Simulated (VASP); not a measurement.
A run of VASP 6.6.1:

INCAR

```
  PREC = Accurate
  ENCUT = 500
  EDIFF = 1E-6
  ISMEAR = 0
  SIGMA = 0.01
  LREAL = F
  LASPH = T
  NELM = 120
  ALGO = Normal
  ISIF = 2
  LWAVE = F
  LCHARG = F
  GGA = PE
  NBANDS = 16
  GGA_COMPAT = F
```

File KPOINTS:

```
regular mesh
0
Gamma
  2 2 2
```

POSCAR

```
ZnSe
1.0
    0.0000000000      2.8350000000      2.8350000000
    2.8350000000      0.0000000000      2.8350000000
    2.8350000000      2.8350000000      0.0000000000
Zn Se
1 1
Direct
    0.0000000000      0.0000000000      0.0000000000
    0.2500000000      0.2500000000      0.2500000000
```

Potentials or basis: VASP PAW PBE potentials, release 64 (Zn, Se).

Launch:

```sh
$ cat potpaw_PBE.64/Zn/POTCAR potpaw_PBE.64/Se/POTCAR > POTCAR
$ mpirun -np 1 vasp_std > vasp.out
```

Hardware: 1 thread of AMD EPYC 9R45 96-Core Processor (Zen 5), on a shared host.

**Question.** How long does it take, and how much memory?

**Answer.** Wall time 3.1 s on 1 thread of AMD EPYC 9R45 96-Core Processor (Zen 5), on a shared host, peak memory 0.13 GiB. Counts: scf iterations 13, k points 3.
